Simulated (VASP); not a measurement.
Set up this calculation in VASP 6.6.1, as the native input.

| Property | Result |
| --- | --- |
| Task | single point |
| Functional | PBE |
| Potentials or basis | VASP PAW PBE potentials, release 64 (La, O) |
| Cutoff | 520 eV |
| k mesh | 6 × 6 × 4 |
| Occupations | gaussian, width 0.01 eV |
| Spin | no spin polarisation |
| Dipole correction | no |
| Further INCAR settings | ALGO = Normal; EDIFF = 1e-06; NBANDS = 28 |

The structure of La2O3 lies in POSCAR:

```
La2O3
1.0
    4.0266882256      0.0000000000      0.0000000000
   -2.0133441128      3.4872136771      0.0000000000
    0.0000000000      0.0000000000      6.2610844996
La O
2 3
Direct
    0.6666666667      0.3333333333      0.7537640000
    0.3333333333      0.6666666667      0.2462360000
    0.6666666667      0.3333333333      0.3541090000
    0.3333333333      0.6666666667      0.6458910000
    0.0000000000      0.0000000000      0.0000000000
```

The input as run:

INCAR

```
SYSTEM = La2O3
PREC     = Accurate       ! precision mode
ENCUT    = 520            ! plane-wave cutoff, eV
EDIFF    = 1E-6           ! SCF threshold, eV
ISMEAR   = 0              ! smearing method
SIGMA    = 0.01           ! smearing width, eV
LREAL    = .False.        ! projectors in reciprocal space
LASPH    = .True.         ! aspherical terms in the spheres
NELM     = 80             ! most SCF steps
ALGO     = Normal         ! electronic algorithm
ISIF     = 2              ! what is computed and relaxed
LWAVE    = .False.        ! write WAVECAR
LCHARG   = .True.         ! write CHGCAR
GGA      = PE             ! functional
LELF     = .True.         ! ELF
LVHAR    = .True.       
NBANDS   = 28             ! bands
```

KPOINTS

```
Automatic mesh
0
Gamma
  6 6 4
  0 0 0
```

Potentials or basis: VASP PAW PBE potentials, release 64 (La, O).

Run with:

```console
$ cat potpaw_PBE.64/La/POTCAR potpaw_PBE.64/O/POTCAR > POTCAR
$ mpirun -np 1 vasp_std > vasp.out
```

It gave:

The pressure is -6.9 GPa. The largest force is 0.487 eV/Å and the band gap on the k mesh is 3.74 eV, indirect (least direct gap 3.97 eV).

Caveat: spin-orbit coupling is left out, which moves the levels of the heavy elements.

Run time: 100 s on 1 thread of Intel Xeon 6975P-C (shared host), peak memory 0.23 GiB.
